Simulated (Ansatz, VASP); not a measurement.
## One calculation of C, two programs

```xyz
2
Lattice="0.0000 2.3058 3.2029 1.1621 0.0000 3.2029 1.1621 2.3058 0.0000" Properties=species:S:1:pos:R:3 pbc="T T T"
C     1.1621    0.7687    3.2029
C     1.1621    3.8428    3.2029
```

Change from the starting cell: volume 8.582 Å^3 an atom, stretch along b over the lengths across it, relative to the relaxed cell 1.1462.

Alike in both runs: task single point; functional PBE; dispersion D3(BJ); k mesh 18 × 18 × 18; occupations gaussian, width 0.03 eV; no spin polarisation.

|  | VASP | Ansatz |
| --- | --- | --- |
| version | VASP 6.6.1 | Ansatz 0.2.0 |
| potentials or method | VASP PAW PBE potentials, release 64 (C), cutoff 520 eV | scalar-relativistic, plane waves, PAW |
| valence electrons in the cell | 8 | 8 |

|  | VASP | Ansatz | Ansatz less VASP |
| --- | --- | --- | --- |
| gap on the k mesh at the Fermi level (eV) | 0.26 | 0.26 | -0.002 |
| least direct gap on the mesh (eV) | 0.54 | 0.53 | -0.003 |
| pressure (GPa) | -1.7 | -2.2 | -0.43 |
| traceless stress, the component that is largest in VASP (GPa) | -65.31 | -65.38 | -0.070 |
| rms of the force components (eV/Å) | 0.409 | 0.391 | -0.0189 |

Atom by atom the forces differ by 0.019 eV/Å (rms over components).
